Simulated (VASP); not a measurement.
# MoS2 (Fm-3m) in VASP: single point with LDA+U

Aim: the single point of MoS2 with LDA+U.

All numbers are computed with VASP 6.6.1; they aren't measurements. Logs are shortened: lines on timing, memory, paths and dates and some standing lists are left out, and cuts for length are marked.

## Step 1: The cell of the first run

Symmetry: Fm-3m, No. 225, cubic system. The conventional cell has a = 5.992 Å, b = 5.992 Å, c = 5.992 Å, α = 90.00°, β = 90.00°, γ = 90.00°. Mo (site symmetry m-3m) has 8 S at 2.59 Å within 3.4 Å. S (site symmetry -43m) has 4 Mo at 2.59 Å and 6 S at 3.00 Å within 3.4 Å.

## Step 2: Single point, LDA+U, non-collinear spin, twin_end start, moments held on the sites

The input, INCAR:

```
SYSTEM = MoS2
PREC     = Accurate       ! precision mode
ENCUT    = 500            ! plane-wave cutoff, eV
EDIFF    = 1E-6           ! SCF threshold, eV
ISMEAR   = 0              ! smearing method
SIGMA    = 0.05           ! smearing width, eV
LREAL    = .FALSE.        ! projectors in reciprocal space
LASPH    = .TRUE.         ! aspherical terms in the spheres
NELM     = 200            ! most SCF steps
ALGO     = Normal         ! electronic algorithm
ISIF     = 2              ! what is computed and relaxed
LWAVE    = .FALSE.        ! write WAVECAR
LCHARG   = .FALSE.        ! write CHGCAR
LNONCOLLINEAR= .TRUE.         ! non-collinear magnetism
MAGMOM   = 0 0 0.87 0 0 0.22 0 0 0.22 ! initial moments
LORBIT   = 11             ! projections on sites
I_CONSTRAINED_M= 2            
LAMBDA   = 10           
M_CONSTR = 0.577 0.577 0.577 0 0 0 0 0 0
RWIGS    = 1.50 1.05    
ISYM     = -1           
AMIX     = 0.2          
BMIX     = 1E-4         
AMIX_MAG = 0.8          
BMIX_MAG = 1E-4         
LMAXMIX  = 4              ! l up to which the mixer works
LDAU     = .TRUE.         ! DFT+U
LDAUTYPE = 1            
LDAUL    = 2 -1           ! shell
LDAUU    = 3 0            ! U, eV
LDAUJ    = 0.7 0        
LDAUPRINT= 1            
NBANDS   = 39             ! bands
GGA_COMPAT= .FALSE.      
KPAR     = 4
```

The input, KPOINTS:

```
Automatic mesh
0
G
  6 6 6
  0 0 0
```

The input, POSCAR:

```
MoS2
1.0
    0.0000000000      2.9959514200      2.9959514200
    2.9959514200      0.0000000000      2.9959514200
    2.9959514200      2.9959514200      0.0000000000
Mo S
1 2
Direct
    0.0000000000      0.0000000000      0.0000000000
    0.2500000000      0.2500000000      0.2500000000
    0.7500000000      0.7500000000      0.7500000000
```

Potentials or basis: VASP PAW LDA potentials, release 64 (Mo_sv, S).

The run is started by

```sh
$ cat potpaw_LDA.64/Mo_sv/POTCAR potpaw_LDA.64/S/POTCAR > POTCAR
$ mpirun -np 4 vasp_ncl > vasp.out
```

OUTCAR:

```text
SYSTEM = MoS2
   PREC = Accurate
   ENCUT = 500
   EDIFF = 1E-6
   ISMEAR = 0
   LREAL = .FALSE.
   LASPH = .TRUE.
   NELM = 200
   ISIF = 2
   LNONCOLLINEAR = .TRUE.
   LORBIT = 11
   ISYM = -1
   AMIX = 0.2
   AMIX_MAG = 0.8

 ion  position               nearest neighbor table
   1  0.000  0.000  0.000-   3 2.59   3 2.59   3 2.59   2 2.59   2 2.59   2 2.59   3 2.59   2 2.59

   2  0.250  0.250  0.250-   1 2.59   1 2.59   1 2.59   1 2.59
   3  0.750  0.750  0.750-   1 2.59   1 2.59   1 2.59   1 2.59

IMPORTANT INFORMATION: All symmetrisations will be switched off!
NOSYMM: (Re-)initialisation of all symmetry stuff for point group C_1.

----------------------------------------------------------------------------------------

                                     Primitive cell

  volume of cell :      53.7817

  direct lattice vectors                    reciprocal lattice vectors
     0.000000000  2.995951420  2.995951420    -0.166891892  0.166891892  0.166891892
     2.995951420  0.000000000  2.995951420     0.166891892 -0.166891892  0.166891892
     2.995951420  2.995951420  0.000000000     0.166891892  0.166891892 -0.166891892

  length of vectors
     4.236915130  4.236915130  4.236915130     0.289065236  0.289065236  0.289065236

  position of ions in fractional coordinates (direct lattice)
     0.000000000  0.000000000  0.000000000
     0.250000000  0.250000000  0.250000000
     0.750000000  0.750000000  0.750000000

  ion indices of the primitive-cell ions
   primitive index   ion index
                 1           1
                 2           2
                 3           3

----------------------------------------------------------------------------------------

 KPOINTS: Automatic mesh

Automatic generation of k-mesh.
 Grid dimensions read from file:
 generate k-points for:    6    6    6

 Generating k-lattice:

  Cartesian coordinates                     Fractional coordinates (reciprocal lattice)
    -0.027815315  0.027815315  0.027815315     0.166666667  0.000000000  0.000000000
     0.027815315 -0.027815315  0.027815315     0.000000000  0.166666667  0.000000000
     0.027815315  0.027815315 -0.027815315     0.000000000  0.000000000  0.166666667

  Length of vectors
     0.048177539  0.048177539  0.048177539

  Shift w.r.t. Gamma in fractional coordinates (k-lattice)
     0.000000000  0.000000000  0.000000000

 Subroutine IBZKPT returns following result:
 ===========================================

 Found    216 irreducible k-points:

 Following reciprocal coordinates:
            Coordinates               Weight
  0.000000  0.000000  0.000000      1.000000
  0.166667  0.000000  0.000000      1.000000
  0.333333  0.000000  0.000000      1.000000
  0.500000  0.000000  0.000000      1.000000
 -0.333333  0.000000  0.000000      1.000000
 -0.166667  0.000000  0.000000      1.000000
[... 16 lines left out ...]
 -0.333333  0.500000  0.000000      1.000000
 -0.166667  0.500000  0.000000      1.000000
 [... further k-points ...]
   k-points           NKPTS =    216   k-points in BZ     NKDIM =    216   number of bands    NBANDS=     39
   number of dos      NEDOS =    301   number of ions     NIONS =      3
   total plane-waves  NPLWV =  32768
   dimension x,y,z NGX =    32 NGY =   32 NGZ =   32
   dimension x,y,z NGXF=    64 NGYF=   64 NGZF=   64
   ions per type =               1   2
   NGX,Y,Z   is equivalent  to a cutoff of  12.56, 12.56, 12.56 a.u.
   NGXF,Y,Z  is equivalent  to a cutoff of  25.11, 25.11, 25.11 a.u.
 SYSTEM =  MoS2
   PREC   = accura    normal or accurate (medium, high low for compatibility)
   ISTART =      0    job   : 0-new  1-cont  2-samecut
   ICHARG =      2    charge: 1-file 2-atom 10-const
   ISPIN  =      1    spin polarized calculation?
   LNONCOLLINEAR =      T non collinear calculations
   LSORBIT =      F    spin-orbit coupling
   LASPH  =      T    aspherical Exc in radial PAW
   ENCUT  =  500.0 eV  36.75 Ry    6.06 a.u.   7.72  7.72  7.72*2*pi/ulx,y,z
   NELM   =    200;   NELMIN=  2; NELMDL= -5     # of ELM steps
   EDIFF  = 0.1E-05   stopping-criterion for ELM
   LREAL  =      F    real-space projection
   EDIFFG = 0.1E-04   stopping-criterion for IOM
   NSW    =      0    number of steps for IOM
   IBRION =     -1    ionic relax: 0-MD 1-quasi-New 2-CG
   NFREE  =      0    steps in history (QN), initial steepest desc. (CG)
   ISIF   =      2    stress and relaxation
   ISYM   =     -1    0-nonsym 1-usesym 2-fastsym
   POTIM  = 0.5000    time-step for ionic-motion
   TEBEG  =    0.0;   TEEND  =   0.0 temperature during run
   PSTRESS=    0.0 pullay stress
   NELECT =      26.0000    total number of electrons
   NUPDOWN=      -1.0000    fix difference up-down
   EMIN   =  10.00;   EMAX   =-10.00  energy-range for DOS
   EFERMI =   0.00;   METHOD = LEGACY
   ISMEAR =     0;   SIGMA  =   0.05  broadening in eV -4-tet -1-fermi 0-gaus
   EFERMI_NEDOS =   21; number of points for ismear=-14 and -15
   IALGO  =     38    algorithm
   IMIX   =      4    mixing-type and parameters
     AMIX     =   0.20;   BMIX     =  0.00
     AMIX_MAG =   0.80;   BMIX_MAG =  0.00
  volume/ion in A,a.u.               =      17.93       120.98
  Fermi-wavevector in a.u.,A,eV,Ry     =   1.284856  2.428026 22.461251  1.650855
  Thomas-Fermi vector in A             =   2.417025
   LORBIT       =     11    0 simple, 1 ext, 2 COOP (PROOUT), +10 PAW based schemes
 LDA+U is selected, type is set to LDAUTYPE =  1
   angular momentum for each species LDAUL =     2   -1
   U (eV)           for each species LDAUU =   3.0  0.0
   J (eV)           for each species LDAUJ =   0.7  0.0
   GGA     = CA    functional components
   LHFCALC =     F    Hartree Fock is set to
   AEXX    =    0.0000 exact exchange contribution
   IVDW    =     0    specifies the selected vdW correction
   LEPSILON=     F    determine dielectric tensor
   LRPA    =     F    only Hartree local field effects (RPA)
 Gauss-broadening in eV      SIGMA  =   0.05
  energy-cutoff  :      500.00
  volume of cell :       53.78
 maximum number of plane-waves:      2760
   NGX = 15   NGY = 15   NGZ = 15

 number of electron      26.0000003 magnetization      -0.6550824     -0.6564913      0.9860055

atom =   1  type =  1  l = 2

 onsite density matrix

spin component  1

  0.3566  0.0000  0.0000  0.0000  0.0000     -0.0000  0.0000  0.0000  0.0000 -0.0000
  0.0000  0.3566 -0.0000  0.0000  0.0000     -0.0000 -0.0000 -0.0000  0.0000 -0.0000
  0.0000 -0.0000  0.6470  0.0000 -0.0000     -0.0000  0.0000  0.0000 -0.0000  0.0000
  0.0000  0.0000  0.0000  0.3566 -0.0000     -0.0000 -0.0000  0.0000  0.0000 -0.0000
  0.0000  0.0000 -0.0000 -0.0000  0.6470      0.0000  0.0000 -0.0000  0.0000 -0.0000

spin component  2
[... 17 lines left out ...]
  0.3112  0.0000 -0.0000 -0.0000 -0.0000      0.0000  0.0000  0.0000  0.0000 -0.0000
  0.0000  0.3112 -0.0000  0.0000  0.0000     -0.0000 -0.0000 -0.0000  0.0000 -0.0000
 -0.0000 -0.0000  0.2274 -0.0000  0.0000     -0.0000  0.0000 -0.0000 -0.0000 -0.0000
 -0.0000  0.0000 -0.0000  0.3112 -0.0000     -0.0000 -0.0000  0.0000  0.0000 -0.0000
 -0.0000  0.0000  0.0000 -0.0000  0.2274      0.0000  0.0000  0.0000  0.0000 -0.0000

 occupancies and eigenvectors

  o =  0.0741  v =  0.0000 -0.0000 -0.2877  0.0000  0.0401 -0.0000  0.0000 -0.0871 -0.0000  0.0227      0.0000 -0.0000 -0.3515  0.0000  0.0567  0.0000  0.0000  0.8736  0.0000 -0.1324
  o =  0.0741  v =  0.0000  0.0000 -0.0408  0.0000 -0.2916 -0.0000 -0.0000  0.1326  0.0000  0.8745      0.0000 -0.0000  0.0563  0.0000  0.3483 -0.0000 -0.0000 -0.0212 -0.0000 -0.0777
  o =  0.2945  v =  0.4584 -0.0102 -0.0000 -0.0020 -0.0000 -0.6246 -0.0390  0.0000 -0.0165 -0.0000      0.0000 -0.0387  0.0000 -0.0141  0.0000 -0.6254  0.0666 -0.0000  0.0219  0.0000
  o =  0.2945  v =  0.0354  0.0641  0.0000  0.1207  0.0000 -0.0482  0.4976 -0.0000 -0.2878  0.0000      0.0000  0.4288 -0.0000 -0.0904  0.0000 -0.0483 -0.6717  0.0000 -0.0415 -0.0000
  o =  0.2945  v = -0.0235 -0.1018  0.0000  0.1433 -0.0000  0.0320 -0.0110  0.0000 -0.7552  0.0000      0.0000 -0.1097  0.0000 -0.4105 -0.0000  0.0321  0.2883 -0.0000  0.3639  0.0000
  o =  0.3733  v = -0.1318  0.1962  0.0000  0.3446  0.0000 -0.0483 -0.1772 -0.0000  0.2696  0.0000      0.0000  0.6789  0.0000 -0.3906 -0.0000 -0.0484  0.3208 -0.0000 -0.0167  0.0000
  o =  0.3733  v =  0.2727 -0.4166 -0.0000  0.0077  0.0000  0.0999 -0.0676 -0.0000  0.2587 -0.0000      0.0000 -0.2318 -0.0000 -0.6974 -0.0000  0.1001 -0.2378 -0.0000 -0.2528 -0.0000
  o =  0.3733  v =  0.8344  0.1671 -0.0000  0.0519 -0.0000  0.3058 -0.0059 -0.0000 -0.0420 -0.0000      0.0000  0.1830  0.0000  0.1662  0.0000  0.3062  0.1284 -0.0000  0.0800  0.0000
  o =  0.8003  v =  0.0000 -0.0000  0.7293  0.0000 -0.1684  0.0000 -0.0000  0.0968  0.0000 -0.0204      0.0000  0.0000  0.4648 -0.0000 -0.1126  0.0000 -0.0000  0.4368 -0.0000 -0.1028
  o =  0.8003  v = -0.0000 -0.0000 -0.0533 -0.0000 -0.2456  0.0000 -0.0000 -0.0910  0.0000 -0.3932      0.0000 -0.0000  0.1954 -0.0000  0.8292  0.0000  0.0000  0.0520 -0.0000  0.2135

 number of electron      26.0000003 magnetization       1.1026084      1.1023887      1.1036620

 Free energy of the ion-electron system (eV)
  ---------------------------------------------------
  ext. energy  EPLUGINS =         0.00000000
  ---------------------------------------------------
  free energy    TOTEN  =       -20.11641896 eV

  energy without entropy =      -20.11224327  energy(sigma->0) =      -20.11433111

 E-fermi :   8.1381     XC(G=0): -11.1782

 val. band max:        7.9347294651   @ k =   0.0000   0.0000   0.0000
 cond. band min:       8.1416519678   @ k =   0.3333  -0.1667   0.5000
 fundamental gap:      0.2069225027
 Fermi energy:         8.1380816705

 k-point     1 :       0.0000    0.0000    0.0000
  band No.  band energies     occupation
      1     -54.2912      1.00000
      2     -53.0034      1.00000
      3     -28.5457      1.00000
      4     -28.5457      1.00000
      5     -28.5457      1.00000
      6     -27.2206      1.00000
[... 973 lines left out ...]
     37      15.1818      0.00000
     38      15.4811      0.00000

 [... further k-points ...]

 [bands above 38 left out]

------------------------ aborting loop because EDIFF is reached ----------------------------------------

  FORCE on cell =-STRESS in cart. coord.  units (eV):
  Direction    XX          YY          ZZ          XY          YZ          ZX
  --------------------------------------------------------------------------------------
  -------------------------------------------------------------------------------------
  Total       -2.2800091     -2.2800028     -2.2799919      0.0000013     -0.0000092     -0.0000016
  in kB      -67.9223758    -67.9221889    -67.9218619      0.0000375     -0.0002731     -0.0000469
  external PRESSURE =     -67.9221422 kB  Pullay stress =       0.0000000 kB

 VOLUME and BASIS-vectors are now :
 -----------------------------------------------------------------------------
  energy-cutoff  :      500.00
  volume of cell :       53.78
      direct lattice vectors                 reciprocal lattice vectors
     0.000000000  2.995951420  2.995951420    -0.166891892  0.166891892  0.166891892
     2.995951420  0.000000000  2.995951420     0.166891892 -0.166891892  0.166891892
     2.995951420  2.995951420  0.000000000     0.166891892  0.166891892 -0.166891892

 POSITION                                       TOTAL-FORCE (eV/Angst)
 -----------------------------------------------------------------------------------
      0.00000      0.00000      0.00000         0.000000      0.000000     -0.000000
      1.49798      1.49798      1.49798        -0.000001     -0.000000     -0.000000
      4.49393      4.49393      4.49393         0.000000      0.000000      0.000000
 -----------------------------------------------------------------------------------
    total drift:                               -0.000000      0.000000     -0.000000

  FREE ENERGIE OF THE ION-ELECTRON SYSTEM (eV)
  ---------------------------------------------------
  free  energy   TOTEN  =       -20.1164189569 eV

  energy  without entropy=      -20.1122432701  energy(sigma->0) =      -20.11433111

 total charge

# of ion       s       p       d       tot
------------------------------------------
    1        2.256   6.148   3.710  12.114
    2        1.355   2.329   0.000   3.683
    3        1.355   2.329   0.000   3.683
--------------------------------------------------
tot          4.966  10.805   3.710  19.481

 magnetization (x)

# of ion       s       p       d       tot
------------------------------------------
    1        0.017   0.016   0.970   1.003
    2       -0.002  -0.021   0.000  -0.023
    3       -0.002  -0.021   0.000  -0.023
--------------------------------------------------
tot          0.013  -0.026   0.970   0.957

 magnetization (y)

# of ion       s       p       d       tot
------------------------------------------
    1        0.017   0.016   0.970   1.003
    2       -0.002  -0.021   0.000  -0.023
    3       -0.002  -0.021   0.000  -0.023
--------------------------------------------------
tot          0.013  -0.026   0.970   0.957

 magnetization (z)

# of ion       s       p       d       tot
------------------------------------------
    1        0.017   0.016   0.969   1.002
    2       -0.002  -0.021   0.000  -0.023
    3       -0.002  -0.021   0.000  -0.023
--------------------------------------------------
tot          0.013  -0.025   0.969   0.957
```

Run time: 12 min. Hardware: 4 MPI ranks of Intel Xeon Platinum 8259CL at 2.50GHz (Skylake/Cascade Lake), shared host; peak memory 0.69 GiB.

Results:

| Property | Result |
| --- | --- |
| Free energy | -20.1164 eV |
| Band gap on the k mesh | zero (bands 26 and 27 overlap by 0.46 eV) |
| Net moment | 1.91 μB per cell |
| Valence electrons inside the program's atomic spheres | Mo 12.11; S 3.68 |

Moments on the atoms (μB; x, y, z):
```
Mo   1.00  1.00  1.00
S   -0.02 -0.02 -0.02
S   -0.02 -0.02 -0.02
```

Caveat: moments held by a penalty. The state reached can hang on the start; a lower one may exist.

The gap in the log of VASP goes by the Fermi energy; the results here count the filled bands.